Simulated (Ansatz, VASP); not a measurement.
KI: VASP beside Ansatz

```
K I
1.0
     4.29120    0.00000    0.00000
     0.00000    4.29120    0.00000
     0.00000    0.00000    4.11955
K I
1 1
Direct
  0.00000 0.00000 0.00000
  0.50000 0.50000 0.50000
```

Change from the starting cell: strain +0.000 along x and y, -0.040 along z, atoms carried along.

Alike in both runs: task single point; functional PBEsol; k mesh 6 × 6 × 6; occupations gaussian, width 0.05 eV; no spin polarisation.

```csv
,VASP,Ansatz
version,VASP 6.6.1,Ansatz 0.2.0
potentials or method,"VASP PAW PBE potentials, release 64 (K_sv, I), cutoff 520 eV","scalar-relativistic, plane waves, PAW"
valence electrons in the cell,16,26
```

|  | VASP | Ansatz | Ansatz less VASP |
| --- | --- | --- | --- |
| gap on the k mesh at the Fermi level (eV) | 3.10 | 3.10 | +0.004 |
| least direct gap on the mesh (eV) | 3.44 | 3.45 | +0.003 |
| pressure (GPa) | 0.0 | 0.0 | -0.04 |
| traceless stress, the component that is largest in VASP (GPa) | 0.87 | 0.87 | +0.002 |

VASP's potentials were made for PBE, not for PBEsol. With one functional, cell and mesh, what is left measures potentials, basis and numerics. VASP's potentials hold 16 valence electrons a cell and Ansatz's 26, so a difference there can come from the potentials and not from the codes.

Neither program's run includes spin-orbit coupling.
